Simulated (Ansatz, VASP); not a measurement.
# Two plane-wave programs on PbSe

Contents of INCAR:

```
SYSTEM = PbSe
ALGO = Normal ; EDIFF = 1E-6
ENCUT = 520 ; GGA = PE
ISIF = 2 ; ISMEAR = 0
IVDW = 12 ; LASPH = .True.
LCHARG = .False. ; LREAL = .False.
LWAVE = .False. ; NBANDS = 28
NELM = 60 ; PREC = Accurate
SIGMA = 0.05
```

The input KPOINTS:

```
k-points
0
Gamma
  8 8 6
  0 0 0
```

POSCAR

```
PbSe
1.0
    2.1548765900     -6.1339473500      0.0000000000
    2.1548765900      6.1339473500      0.0000000000
    0.0000000000      0.0000000000      4.4504935700
Pb Se
2 2
Direct
    0.6317607300      0.3682392700      0.7162958731
    0.3682392700      0.6317607300      0.2162958731
    0.8612899600      0.1387100400      0.7500000000
    0.1387100400      0.8612899600      0.2500000000
```

Input for Ansatz:

```yaml
crystal:
  lattice:
    - [2.15487659, -6.13394735, 0.0]
    - [2.15487659, 6.13394735, 0.0]
    - [0.0, 0.0, 4.45049357]
  atoms:
    - { symbol: Pb, position: [0.63176073, 0.36823927, 0.7162958731] }
    - { symbol: Pb, position: [0.36823927, 0.63176073, 0.2162958731] }
    - { symbol: Se, position: [0.86128996, 0.13871004, 0.75] }
    - { symbol: Se, position: [0.13871004, 0.86128996, 0.25] }
basis:
  ecutwfc: 420
kpoints:
  mp_grid: { grid: [8, 8, 6] }
hamiltonian:
  xc: pbe
  dispersion: d3bj
scf:
  occupations: { method: gaussian, width: 0.05 }
output:
  forces: true
  stress: true
  eigenvalues: true
```

Change from the starting cell: all Pb atoms moved -0.150 Å, as atom 1 along Cartesian [0 0 1].

Alike in both runs: task single point; functional PBE; dispersion D3(BJ); k mesh 8 × 8 × 6; occupations gaussian, width 0.05 eV; no spin polarisation.

|  | VASP | Ansatz |
| --- | --- | --- |
| version | VASP 6.6.1 | Ansatz 0.2.0 |
| potentials or method | VASP PAW PBE potentials, release 64 (Pb_d, Se), cutoff 520 eV | scalar-relativistic, plane waves, PAW |
| valence electrons in the cell | 40 | 60 |

Ansatz gave:

```
gap on the k mesh at the Fermi level (eV)                     : 1.13
least direct gap on the mesh (eV)                             : 1.28
pressure (GPa)                                                : -0.7
traceless stress, the component that is largest in VASP (GPa) : 0.17
rms of the force components (eV/Å)                            : 0.073
```

Task: Which values does VASP return?

Result: gap on the k mesh at the Fermi level (eV): 1.12; least direct gap on the mesh (eV): 1.28; pressure (GPa): -0.7; traceless stress, the component that is largest in VASP (GPa): 0.16; rms of the force components (eV/Å): 0.077.

Atom by atom the forces differ by 0.005 eV/Å (rms over components). VASP's potentials hold 40 valence electrons a cell and Ansatz's 60, so a difference there can come from the potentials and not from the codes.

Neither program's run includes spin-orbit coupling.
